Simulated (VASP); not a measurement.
A run of VASP 6.6.1 is set up as follows.

Contents of INCAR:

```
SYSTEM = TiTe
  ALGO = Normal
  DIPOL = 0.5 0.5 0.500
  EDIFF = 1E-6
  EDIFFG = -0.02
  ENCUT = 520
  GGA = PS
  IBRION = 2
  IDIPOL = 3
  ISIF = 2
  ISMEAR = 0
  LASPH = .TRUE.
  LCHARG = .FALSE.
  LDIPOL = .TRUE.
  LREAL = .FALSE.
  LWAVE = .FALSE.
  NELM = 60
  NSW = 80
  PREC = Accurate
  SIGMA = 0.1
```

File KPOINTS:

```
k-points
0
G
  12 12 1
  0 0 0
```

The input POSCAR:

```
TiTe
1.0
    3.6959054636      0.0000000000      0.0000000000
   -1.8479527318      3.2007480215      0.0000000000
    0.0000000000      0.0000000000     21.4452016318
Ti Te
2 2
Direct
    0.0000000000      0.0000000000      0.3497285840
    0.0000000000      0.0000000000      0.6502714160
    0.6666666667      0.3333333333      0.4300562235
    0.3333333333      0.6666666667      0.5699437765
```

Potentials or basis: VASP PAW PBE potentials, release 64 (Ti_sv, Te).

Run with:

```sh
$ cat potpaw_PBE.64/Ti_sv/POTCAR potpaw_PBE.64/Te/POTCAR > POTCAR
$ mpirun -np 1 vasp_std > vasp.out
```

Q: Estimate the energy gained by relaxing.

A: 29.3 meV/atom.

Q: Predict the band gap on the k mesh.

A: Zero (bands 18 and 19 overlap by 0.13 eV).

Final structure:
```
Ti Te
1.0
     3.69591    0.00000    0.00000
    -1.84795    3.20075    0.00000
     0.00000    0.00000   21.44520
Ti Te
2 2
Direct
  0.00000 0.00000 0.35610
  0.00000 0.00000 0.64390
  0.66667 0.33333 0.42905
  0.33333 0.66667 0.57095
```

Caveat: spin-orbit coupling is left out, which moves the levels of the heavy elements.
